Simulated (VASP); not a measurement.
BaTe:

```xyz
2
Lattice="0.0000 3.9142 3.9142 3.9142 0.0000 3.9142 3.9142 3.9142 0.0000" Properties=species:S:1:pos:R:3 pbc="T T T"
Ba    0.0000    0.0000    0.0000
Te    1.9571    1.9571    1.9571
```

Base run:

```yaml
Program: VASP 6.6.1
Functional: PBE
Potentials_or_basis: VASP PAW PBE potentials, release 64 (Ba_sv, Te)
Cutoff: 520 eV
k_mesh: 4 × 4 × 4
Occupations: gaussian, width 0.01 eV
Spin: no spin polarisation
```

Its results: band gap on the k mesh 2.58 eV, indirect (least direct gap 2.92 eV); pressure 0.2 GPa.

Question: The run is repeated on the same cell with these changes: functional from PBE to r2SCAN. What comes out?

Answer: Band gap on the k mesh 2.95 eV, indirect (least direct gap 3.18 eV); pressure 0.2 GPa.

r2SCAN gives the wider gap, since meta-GGAs in the generalised Kohn-Sham scheme recover part of the derivative discontinuity.

Caveats: spin-orbit coupling is left out, which moves the levels of the heavy elements; the PAW data sets were made with another functional, which shifts forces and pressure a little (some runs).

A k mesh can miss the band edges.
